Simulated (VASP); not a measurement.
A run of VASP 6.6.1:

File INCAR:

```
PREC = Accurate
ENCUT = 520
EDIFF = 1E-6
ISMEAR = 0
SIGMA = 0.01
LREAL = False
LASPH = True
NELM = 80
ALGO = Normal
ISIF = 2
LWAVE = False
LCHARG = False
NBANDS = 46
```

The input KPOINTS:

```
Automatic mesh
0
Gamma
  4 4 4
```

File POSCAR:

```
ZnCd3S4
1.0
    5.7595460000      0.0000000000      0.0000000000
    0.0000000000      5.7595460000      0.0000000000
    0.0000000000      0.0000000000      5.7595460000
Zn Cd S
1 3 4
Direct
    0.0000000000      0.0000000000      0.0000000000
    0.0000000000      0.5000000000      0.5000000000
    0.5000000000      0.5000000000      0.0000000000
    0.5000000000      0.0000000000      0.5000000000
    0.7636090000      0.7636090000      0.2363910000
    0.7636090000      0.2363910000      0.7636090000
    0.2363910000      0.7636090000      0.7636090000
    0.2363910000      0.2363910000      0.2363910000
```

Potentials or basis: VASP PAW LDA potentials, release 64 (Zn, Cd, S).

The run is started by

```bash
$ cat potpaw_LDA.64/Zn/POTCAR potpaw_LDA.64/Cd/POTCAR potpaw_LDA.64/S/POTCAR > POTCAR
$ mpirun -np 1 vasp_std > vasp.out
```

Hardware: 1 thread of Intel(R) Xeon(R) Platinum 8259CL CPU @ 2.50GHz (Skylake/Cascade Lake), on a shared host.

Task: Estimate the wall time of this run.

Result: It took 75 s on 1 thread of Intel(R) Xeon(R) Platinum 8259CL CPU @ 2.50GHz (Skylake/Cascade Lake), on a shared host, peak memory 0.29 GiB. Counts: scf iterations 14, k points 10.
